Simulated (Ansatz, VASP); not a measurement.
GaSb: VASP beside Ansatz

Contents of INCAR:

```
  PREC = Accurate
  ENCUT = 500
  EDIFF = 1E-6
  ISMEAR = -1
  SIGMA = 0.1
  LREAL = False
  LASPH = True
  NELM = 120
  ALGO = Normal
  ISIF = 2
  LWAVE = False
  LCHARG = False
  GGA = CA
  NBANDS = 16
  GGA_COMPAT = False
```

Contents of KPOINTS:

```
regular mesh
0
Gamma
  8 8 8
```

POSCAR

```
GaSb
1.0
   -1.5938646845      2.7402725576      2.9639092795
    1.5938646845     -2.7402725576      2.9639092795
    1.5938646845      2.7402725576     -2.9639092795
Ga Sb
1 1
Direct
    0.0000000000      0.0000000000      0.0000000000
    0.5000000000      0.5000000000      0.0000000000
```

Input for Ansatz:

```yaml
crystal:
  lattice:
    - [-1.5938646845142925, 2.740272557617603, 2.9639092795403443]
    - [1.5938646845142925, -2.740272557617603, 2.9639092795403443]
    - [1.5938646845142925, 2.740272557617603, -2.9639092795403443]
  atoms:
    - { symbol: Ga, position: [0.0, 0.0, 0.0] }
    - { symbol: Sb, position: [0.5, 0.5, 0.0] }
basis:
  ecutwfc: 500.0
kpoints:
  mp_grid:
    grid: [8, 8, 8]
hamiltonian:
  xc: lda
scf:
  convergence:
    dr2_threshold: 1.0e-09
  occupations:
    method: fermi_dirac
    width: 0.1
output:
  stress: true
```

Alike in both runs: task single point; functional LDA; k mesh 8 × 8 × 8; occupations fermi-dirac, width 0.1 eV; no spin polarisation.

|  | VASP | Ansatz |
| --- | --- | --- |
| version | VASP 6.6.1 | Ansatz 0.2.0 |
| potentials or method | VASP PAW LDA potentials, release 64 (Ga_d, Sb), cutoff 500 eV | plane waves, PAW |
| valence electrons in the cell | 18 | 28 |

|  | VASP | Ansatz | Ansatz less VASP |
| --- | --- | --- | --- |
| pressure (GPa) | -7.1 | -7.0 | +0.06 |
| traceless stress, the component that is largest in VASP (GPa) | 2.12 | 2.11 | -0.012 |

LDA's correlation is that of Perdew and Zunger in VASP and of Perdew and Wang (1992) in Ansatz. VASP's potentials hold 18 valence electrons a cell and Ansatz's 28, so a difference there can come from the potentials and not from the codes. Ansatz's warnings: stress scf threshold loose.

Neither program's run includes spin-orbit coupling.
